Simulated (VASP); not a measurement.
# NbPdSe3 (P6/mmm) in VASP: notebook

NbPdSe3 is run at these levels: PBE; tasks: single point.

All numbers are computed with VASP 6.6.1; they aren't measurements. Logs are shortened: lines on timing, memory, paths and dates and some standing lists are left out, and cuts for length are marked.

### Step 1. The cell of the first run

Symmetry: P6/mmm, No. 191, hexagonal system. The conventional cell has a = 7.340 Å, b = 7.340 Å, c = 4.790 Å, α = 90.00°, β = 90.00°, γ = 120.00°. Nb (site symmetry 6/mmm) has 2 Pd at 2.39 Å within 3.2 Å. Within 3.2 Å of Pd (site symmetry 6/mmm) lie 2 Nb at 2.39 Å. Se (site symmetry mmm) has 6 Se at 3.67 to 4.79 Å and 2 Pd at 3.67 Å and 4 Nb at 4.38 Å within 4.8 Å.

The cell was generated, and may not be a known phase.

### Step 2. Single point, PBE

INCAR

```
SYSTEM = NbPdSe3
ALGO = Normal
EDIFF = 1E-7
ENCUT = 520
GGA = PE
ISIF = 2
ISMEAR = 0
LASPH = .TRUE.
LCHARG = .FALSE.
LREAL = .FALSE.
LWAVE = .FALSE.
NBANDS = 28
NELM = 80
PREC = Accurate
SIGMA = 0.1
```

KPOINTS

```
k-points
0
G
  3 3 4
  0 0 0
```

POSCAR

```
NbPdSe3
1.0
    7.3398611700      0.0000000000      0.0000000000
   -3.6699305800      6.3565062300      0.0000000000
    0.0000000000      0.0000000000      4.7896973100
Nb Pd Se
1 1 3
Direct
    0.0000000000      0.0000000000      0.0000000000
    0.0000000000      0.0000000000      0.5000000000
    0.5000000000      0.0000000000      0.5000000000
    0.0000000000      0.5000000000      0.5000000000
    0.5000000000      0.5000000000      0.5000000000
```

Potentials or basis: VASP PAW PBE potentials, release 64 (Nb_sv, Pd, Se).

On the command line:

```bash
$ cat potpaw_PBE.64/Nb_sv/POTCAR potpaw_PBE.64/Pd/POTCAR potpaw_PBE.64/Se/POTCAR > POTCAR
$ mpirun -np 1 vasp_std > vasp.out
```

OUTCAR:

```text
SYSTEM = NbPdSe3
   EDIFF = 1E-7
   ENCUT = 520
   GGA = PE
   ISIF = 2
   ISMEAR = 0
   LASPH = .TRUE.
   LREAL = .FALSE.
   NELM = 80
   PREC = Accurate

 ion  position               nearest neighbor table
   1  0.000  0.000  0.000-   2 2.39   2 2.39
   2  0.000  0.000  0.500-   1 2.39   1 2.39
   3  0.500  0.000  0.500-
   4  0.000  0.500  0.500-
   5  0.500  0.500  0.500-

  LATTYP: Found a hexagonal cell.
 ALAT       =     7.3398611700
 C/A-ratio  =     0.6525596601

  Lattice vectors:

 A1 = (   7.3398611700,   0.0000000000,   0.0000000000)
 A2 = (  -3.6699305800,   6.3565062300,   0.0000000000)
 A3 = (   0.0000000000,   0.0000000000,   4.7896973100)

Analysis of symmetry for initial positions (statically):
=====================================================================
 Subroutine PRICEL returns:
 Original cell was already a primitive cell.

 Routine SETGRP: Setting up the symmetry group for a
 hexagonal supercell.

 Subroutine GETGRP returns: Found 24 space group operations
 (whereof 24 operations were pure point group operations)
 out of a pool of 24 trial point group operations.

The static configuration has the point symmetry D_6h.

Analysis of symmetry for dynamics (positions and initial velocities):
=====================================================================
 Subroutine PRICEL returns:
 Original cell was already a primitive cell.

 Routine SETGRP: Setting up the symmetry group for a
 hexagonal supercell.

 Subroutine GETGRP returns: Found 24 space group operations
 (whereof 24 operations were pure point group operations)
 out of a pool of 24 trial point group operations.

The dynamic configuration has the point symmetry D_6h.

 Subroutine INISYM returns: Found 24 space group operations
 (whereof 24 operations are pure point group operations),
 and found     1 'primitive' translations

----------------------------------------------------------------------------------------

                                     Primitive cell

  volume of cell :     223.4675

  direct lattice vectors                    reciprocal lattice vectors
     7.339861170  0.000000000  0.000000000     0.136242359  0.078659563  0.000000000
    -3.669930580  6.356506230  0.000000000     0.000000000  0.157319125  0.000000000
     0.000000000  0.000000000  4.789697310     0.000000000  0.000000000  0.208781461

  length of vectors
     7.339861170  7.339861164  4.789697310     0.157319125  0.157319125  0.208781461

[... 72 lines left out ...]
   EDIFFG = 0.1E-05   stopping-criterion for IOM
   NSW    =      0    number of steps for IOM
   IBRION =     -1    ionic relax: 0-MD 1-quasi-New 2-CG
   NFREE  =      0    steps in history (QN), initial steepest desc. (CG)
   ISIF   =      2    stress and relaxation
   ISYM   =      2    0-nonsym 1-usesym 2-fastsym
   POTIM  = 0.5000    time-step for ionic-motion
   TEBEG  =    0.0;   TEEND  =   0.0 temperature during run
   PSTRESS=    0.0 pullay stress
   NELECT =      41.0000    total number of electrons
   NUPDOWN=      -1.0000    fix difference up-down
   EMIN   =  10.00;   EMAX   =-10.00  energy-range for DOS
   EFERMI =   0.00;   METHOD = LEGACY
   ISMEAR =     0;   SIGMA  =   0.10  broadening in eV -4-tet -1-fermi 0-gaus
   EFERMI_NEDOS =   21; number of points for ismear=-14 and -15
   IALGO  =     38    algorithm
   IMIX   =      4    mixing-type and parameters
     AMIX     =   0.40;   BMIX     =  1.00
     AMIX_MAG =   1.60;   BMIX_MAG =  1.00
  volume/ion in A,a.u.               =      44.69       301.61
  Fermi-wavevector in a.u.,A,eV,Ry     =   0.930246  1.757911 11.773915  0.865358
  Thomas-Fermi vector in A             =   2.056614
   LORBIT       =      0    0 simple, 1 ext, 2 COOP (PROOUT), +10 PAW based schemes
   GGA     = PE    functional components
   LHFCALC =     F    Hartree Fock is set to
   AEXX    =    0.0000 exact exchange contribution
   IVDW    =     0    specifies the selected vdW correction
   LEPSILON=     F    determine dielectric tensor
   LRPA    =     F    only Hartree local field effects (RPA)
 non-spin polarized calculation
 Gauss-broadening in eV      SIGMA  =   0.10
  energy-cutoff  :      520.00
  volume of cell :      223.47
 maximum number of plane-waves:      6066
 NGX is ok and might be reduce to    54
   NGX = 27   NGY = 27   NGZ = 17

 number of electron      40.9999990 magnetization

 Free energy of the ion-electron system (eV)
  ---------------------------------------------------
  ext. energy  EPLUGINS =         0.00000000
  ---------------------------------------------------
  free energy    TOTEN  =       -15.53773136 eV

  energy without entropy =      -15.46423522  energy(sigma->0) =      -15.50098329

 E-fermi :  -0.2077     XC(G=0):  -7.2054

 val. band max:       -0.2296358857   @ k =   0.0000   0.0000   0.5000
 cond. band min:      -0.1997923234   @ k =   0.3333   0.3333   0.0000
 fundamental gap:      0.0298435623
 Fermi energy:        -0.2076716096

 k-point     1 :       0.0000    0.0000    0.0000
  band No.  band energies     occupation
      1     -56.3737      2.00000
      2     -32.4806      2.00000
      3     -32.4806      2.00000
      4     -32.2966      2.00000
      5     -11.9366      2.00000
      6     -11.3736      2.00000
[... 268 lines left out ...]
     27       0.4712      0.00000
     28       1.4566      0.00000

------------------------ aborting loop because EDIFF is reached ----------------------------------------

  FORCE on cell =-STRESS in cart. coord.  units (eV):
  Direction    XX          YY          ZZ          XY          YZ          ZX
  --------------------------------------------------------------------------------------
  -------------------------------------------------------------------------------------
  Total      -12.6291434    -12.6291434     -1.8426275     -0.0000000     -0.0000000      0.0000000
  in kB      -90.5461702    -90.5461701    -13.2109409     -0.0000001     -0.0000000      0.0000000
  external PRESSURE =     -64.7677604 kB  Pullay stress =       0.0000000 kB

 VOLUME and BASIS-vectors are now :
 -----------------------------------------------------------------------------
  energy-cutoff  :      520.00
  volume of cell :      223.47
      direct lattice vectors                 reciprocal lattice vectors
     7.339861170  0.000000000  0.000000000     0.136242359  0.078659563  0.000000000
    -3.669930580  6.356506230  0.000000000     0.000000000  0.157319125  0.000000000
     0.000000000  0.000000000  4.789697310     0.000000000  0.000000000  0.208781461

 POSITION                                       TOTAL-FORCE (eV/Angst)
 -----------------------------------------------------------------------------------
      0.00000      0.00000      0.00000        -0.000000      0.000000      0.000000
      0.00000      0.00000      2.39485         0.000000      0.000000      0.000000
      3.66993      0.00000      2.39485        -0.000000      0.000000      0.000000
     -1.83497      3.17825      2.39485         0.000000      0.000000      0.000000
      1.83497      3.17825      2.39485         0.000000      0.000000      0.000000
 -----------------------------------------------------------------------------------
    total drift:                               -0.000000      0.000000     -0.000000

  FREE ENERGIE OF THE ION-ELECTRON SYSTEM (eV)
  ---------------------------------------------------
  free  energy   TOTEN  =       -15.5377313615 eV

  energy  without entropy=      -15.4642352192  energy(sigma->0) =      -15.50098329
```

OSZICAR:

```text
N       E                     dE             d eps       ncg     rms          rms(c)
DAV:   1     0.250524100146E+03    0.25052E+03   -0.17389E+04   560   0.121E+03
DAV:   2     0.226386291076E+01   -0.24826E+03   -0.24144E+03   672   0.287E+02
DAV:   3    -0.193404842671E+02   -0.21604E+02   -0.21000E+02   664   0.790E+01
[... 11 lines left out ...]
DAV:  15    -0.155376957508E+02    0.14193E-02   -0.36906E-03   636   0.167E-01    0.509E-02
DAV:  16    -0.155377240801E+02   -0.28329E-04   -0.13936E-04   592   0.444E-02    0.888E-03
DAV:  17    -0.155377307712E+02   -0.66911E-05   -0.10166E-05   744   0.141E-02    0.130E-02
DAV:  18    -0.155377312948E+02   -0.52359E-06   -0.54003E-06   520   0.870E-03    0.210E-03
DAV:  19    -0.155377313615E+02   -0.66708E-07   -0.63549E-07   500   0.305E-03
   1 F= -.15537731E+02 E0= -.15500983E+02  d E =-.734961E-01
```

Run time: 82 s. Hardware: 1 thread of Intel Xeon Platinum 8488C (Sapphire Rapids), shared host; peak memory 0.35 GiB.

What came out:

- Free energy: -15.5377 eV
- Pressure: -6.5 GPa
- Band gap on the k mesh: zero (an odd number of electrons rules out a gap without spin polarisation)

Levels at points of the mesh, in eV from the Fermi level:
```csv
k point,band 18,band 19,band 20,band 21,band 22,band 23
"(0.00, 0.00, 0.00)",0.03,0.03,0.09,0.09,0.24,0.80
"(0.00, 0.00, 0.50)",-0.73,-0.51,-0.18,-0.18,-0.02,0.23
```

Caveat: the stress differs along the axes, from -9 to -1 GPa.

### Step 3. Single point, PBE, collinear spin

This run uses another cell than the first one, of 27.89 Å³/atom.

INCAR

```
PREC     = Accurate       # precision mode
ENCUT    = 520            # plane-wave cutoff, eV
EDIFF    = 1E-7           # SCF threshold, eV
ISMEAR   = 0              # smearing method
SIGMA    = 0.1            # smearing width, eV
LREAL    = False          # projectors in reciprocal space
LASPH    = True           # aspherical terms in the spheres
NELM     = 150            # most SCF steps
ALGO     = Normal         # electronic algorithm
ISIF     = 2              # what is computed and relaxed
LWAVE    = False          # write WAVECAR
LCHARG   = False          # write CHGCAR
ISPIN    = 2              # spin polarisation
MAGMOM   = 0 1 0 0 0      # initial moments
LORBIT   = 11             # projections on sites
LMAXMIX  = 4              # l up to which the mixer works
GGA      = PE             # functional
NBANDS   = 32             # bands
```

KPOINTS

```
regular mesh
0
Gamma
  3 3 4
```

Edit POSCAR of step 2 so:

```diff
@@ -2,5 +2,5 @@
 1.0
-    7.3398611700      0.0000000000      0.0000000000
-   -3.6699305800      6.3565062300      0.0000000000
-    0.0000000000      0.0000000000      4.7896973100
+    5.6689874573     -0.0000000022      0.0000000000
+   -2.8344937267      4.9094871528      0.0000000000
+    0.0000000000      0.0000000000      5.0104713898
 Nb Pd Se
```

Potentials or basis: VASP PAW PBE potentials, release 64 (Nb_sv, Pd, Se).

On the command line:

```bash
$ cat potpaw_PBE.64/Nb_sv/POTCAR potpaw_PBE.64/Pd/POTCAR potpaw_PBE.64/Se/POTCAR > POTCAR
$ mpirun -np 1 vasp_std > vasp.out
```

Run time: 2.4 min. Hardware: 1 thread of Intel Xeon Platinum 8488C (Sapphire Rapids), shared host; peak memory 0.33 GiB.

It converged, with:

```
Free energy                                           : -20.6732 eV
Pressure                                              : 0.0 GPa
Net moment                                            : 2.83 μB per cell
Site moments                                          : Nb +2.15; Pd +0.11; Se -0.07 μB
Valence electrons inside the program's atomic spheres : Nb 10.62; Pd 9.50; Se 3.67
```

Stress tensor (GPa, compression positive):
```
-0.13  0.00  0.00
 0.00 -0.13  0.00
 0.00  0.00  0.17
```

Levels at points of the mesh, in eV from the Fermi level:
Spin up:
| k point | band 20 | band 21 | band 22 | band 23 | band 24 | band 25 |
| --- | --- | --- | --- | --- | --- | --- |
| (0.00, 0.00, 0.00) | -0.51 | -0.32 | -0.32 | 0.81 | 0.81 | 1.40 |
| (0.00, 0.00, 0.50) | -0.30 | -0.20 | -0.20 | 0.58 | 0.58 | 1.42 |
Spin down:
```tsv
k point	band 17	band 18	band 19	band 20	band 21	band 22
(0.00, 0.00, 0.00)	-1.17	-0.67	-0.67	0.84	1.31	1.81
(0.00, 0.00, 0.50)	-1.23	-1.23	-0.08	0.39	1.31	1.31
```

Caveat: the k points lie up to 0.43 Å⁻¹ apart.

(Continued in part 2 of 2.)

The gap in the log of VASP goes by the Fermi energy; the results here count the filled bands.